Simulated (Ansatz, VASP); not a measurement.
**Sc5Mo in VASP and in Ansatz**

```
Sc Mo
1.0
     0.00000    4.05953    4.05953
     4.05953    0.00000    4.05953
     4.05953    4.05953    0.00000
Sc Mo
5 1
Direct
  0.25000 0.25000 0.25000
  0.11842 0.62719 0.62719
  0.62719 0.62719 0.62719
  0.62719 0.62719 0.11842
  0.62719 0.11842 0.62719
  0.00000 0.00000 0.00000
```

Change from the starting cell: species swapped into the TmCu5 type (F-43m, No. 216).

Alike in both runs: functional PBE; k mesh 4 × 4 × 4; occupations gaussian, width 0.1 eV; no spin polarisation.

Ansatz relaxed the structure, and its values are those at the end. VASP's run is a single point on that final structure, the one shown.

|  | VASP | Ansatz |
| --- | --- | --- |
| version | VASP 6.6.1 | Ansatz 0.2.0 |
| potentials or method | VASP PAW PBE potentials, release 64 (Sc_sv, Mo_sv), cutoff 520 eV | scalar-relativistic, plane waves, PAW |
| valence electrons in the cell | 69 | 69 |

VASP gave:

* gap on the k mesh at the Fermi level (eV): none
* pressure (GPa): 0.3
* rms of the force components (eV/Å): 0.001

Problem. What did Ansatz give for the same quantities?

Solution. gap on the k mesh at the Fermi level (eV): none; pressure (GPa): 0.2; rms of the force components (eV/Å): 0.007.

A gap of «none» marks a metal or a gap that the smearing closes.
